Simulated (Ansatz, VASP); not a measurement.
# Two plane-wave programs on PbS

```
Pb S
1.0
     0.00000    2.98723    2.98723
     2.98723    0.00000    2.98723
     2.98723    2.98723    0.00000
Pb S
1 1
Direct
  0.00000 0.00000 0.00000
  0.50000 0.50000 0.50000
```

Alike in both runs: task single point; functional PBE; k mesh 6 × 6 × 6; no spin polarisation.

|  | VASP | Ansatz |
| --- | --- | --- |
| version | VASP 6.6.1 | Ansatz 0.2.0 |
| potentials or method | VASP PAW PBE potentials, release 64 (Pb_d, S) | plane waves, PAW |
| plane-wave cutoff (eV) | 520 | 420 |
| occupations | gaussian, width 0.01 eV | fixed |
| valence electrons in the cell | 20 | 20 |

```tsv
	VASP	Ansatz	Ansatz less VASP
gap on the k mesh at the Fermi level (eV)	0.44	0.44	-0.007
pressure (GPa)	0.8	0.9	+0.09
```

Spin-orbit coupling is off throughout.
